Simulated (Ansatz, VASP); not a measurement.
One calculation of HfC, two programs

```
Hf C
1.0
     0.00000    2.06488    2.06488
     2.06488    0.00000    2.06488
     2.06488    2.06488    0.00000
Hf C
1 1
Direct
  0.00000 0.00000 0.00000
  0.50000 0.50000 0.50000
```

Change from the starting cell: volume scaled by 0.7, norm-conserving files.

Alike in both runs: task single point; functional PBE; k mesh 15 × 15 × 15; occupations fermi-dirac, width 0.08 eV; no spin polarisation.

|  | VASP | Ansatz |
| --- | --- | --- |
| version | VASP 6.6.1 | Ansatz 0.2.0 |
| potentials or method | VASP PAW PBE potentials, release 64 (Hf_pv, C) | norm-conserving pseudopotentials, scalar-relativistic |
| plane-wave cutoff (eV) | 520 | 1143 |
| valence electrons in the cell | 14 | 30 |

```tsv
	VASP	Ansatz	Ansatz less VASP
pressure (GPa)	171.3	166.6	-4.65
```

Both programs put the cell under a high pressure, so it lies far from rest at this level. With one functional, cell and mesh, what is left measures potentials, basis and numerics. VASP's potentials hold 14 valence electrons a cell and Ansatz's 30, so a difference there can come from the potentials and not from the codes.

Spin-orbit coupling is off throughout. Noted on VASP's run: the cell as given lies far from equilibrium.
